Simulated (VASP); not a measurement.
Wanted: the native input for a VASP 6.6.1 run.

```yaml
Task: relaxation of cell and atoms
Functional: PBE
Potentials_or_basis: VASP PAW PBE potentials, release 64 (Zn, Ge_d, O)
Cutoff: 600 eV
k_mesh: 6 × 6 × 4
Occupations: gaussian, width 0.1 eV
Spin: no spin polarisation
Dipole_correction: no
Further_INCAR_settings: ALGO = Normal; EDIFF = 1e-06; IBRION = 2; EDIFFG = -0.04; NSW = 90; ISIF = 3
```

The structure of ZnGeO2 lies in POSCAR:

```
ZnGeO2
1.0
    3.0097911600      0.0000000000      0.0000000000
    0.0000000000      3.0097911600      0.0000000000
    0.0000000000      0.0000000000      6.1060176700
Zn Ge O
1 1 2
Direct
    0.5000000000      0.5000000000      0.0000000000
    0.5000000000      0.5000000000      0.5000000000
    0.0000000000      0.0000000000      0.0000000000
    0.0000000000      0.0000000000      0.5000000000
```

The input as run:

INCAR

```
SYSTEM = ZnGeO2
PREC = Accurate
ENCUT = 600
EDIFF = 1E-6
ISMEAR = 0
SIGMA = 0.1
LREAL = .False.
LASPH = .True.
NELM = 60
ALGO = Normal
ISIF = 3
LWAVE = .False.
LCHARG = .False.
GGA = PE
IBRION = 2
NSW = 90
EDIFFG = -0.04
```

KPOINTS

```
regular mesh
0
Gamma
  6 6 4
  0 0 0
```

Potentials or basis: VASP PAW PBE potentials, release 64 (Zn, Ge_d, O).

Run with:

```sh
$ cat potpaw_PBE.64/Zn/POTCAR potpaw_PBE.64/Ge_d/POTCAR potpaw_PBE.64/O/POTCAR > POTCAR
$ mpirun -np 1 vasp_std > vasp.out
```

It gave:

```json
{
  "Relaxed volume": "16.23 Å³/atom",
  "Relaxed cell": "a = 2.992 Å, b = 2.992 Å, c = 7.250 Å, α = 90.00°, β = 90.00°, γ = 90.00°",
  "Space group after relaxing (to 0.05 Å)": "P4/mmm (No. 123)",
  "Energy gained by relaxing": "35.7 meV/atom",
  "Ionic steps": "10",
  "Pressure after relaxing": "0.0 GPa",
  "Band gap on the k mesh": "zero (band 19 reaches 2.69 eV, above the bottom of band 20 at 2.12 eV)"
}
```

Caveat: the volume moved by over 15 % at a fixed basis, so the end points are rough.

Wall time 2.7 min on 1 thread of Intel(R) Xeon(R) Platinum 8559C (Emerald Rapids), with other jobs on the host, peak memory 0.21 GiB.
